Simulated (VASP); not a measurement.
VN2, 6 atoms in the cell. It takes space group I4/mcm (No. 140, tetragonal). The conventional cell has a = 4.301 Å, b = 4.301 Å, c = 4.983 Å, α = 90.00°, β = 90.00°, γ = 90.00°. Within 2.8 Å of V (site symmetry 422) lie 8 N at 2.13 Å and 2 V at 2.49 Å. Within 1.9 Å of N (site symmetry m2m) lie 1 N at 1.40 Å. 

```yaml
Program: VASP 6.6.1
Task: single point
Functional: PBE
Potentials_or_basis: VASP PAW PBE potentials, release 64 (V_sv, N)
Cutoff: 520 eV
k_mesh: 2 × 2 × 2
Occupations: gaussian, width 0.1 eV
Spin: no spin polarisation
Dipole_correction: no
Further_INCAR_settings: ALGO = Normal; EDIFF = 1e-06; NBANDS = 32
```

Potentials or basis: VASP PAW PBE potentials, release 64 (V_sv, N).

The run is started by

```sh
$ cat potpaw_PBE.64/V_sv/POTCAR potpaw_PBE.64/N/POTCAR > POTCAR
$ mpirun -np 1 vasp_std > vasp.out
```

Hardware: 1 thread of Intel(R) Xeon(R) 6975P-C (Granite Rapids), on a shared host.

Q: Estimate the wall time of this run.

A: Run time: 6.3 s on 1 thread of Intel(R) Xeon(R) 6975P-C (Granite Rapids), with other jobs on the host, peak memory 0.16 GiB. Counts: scf iterations 15, k points 4.
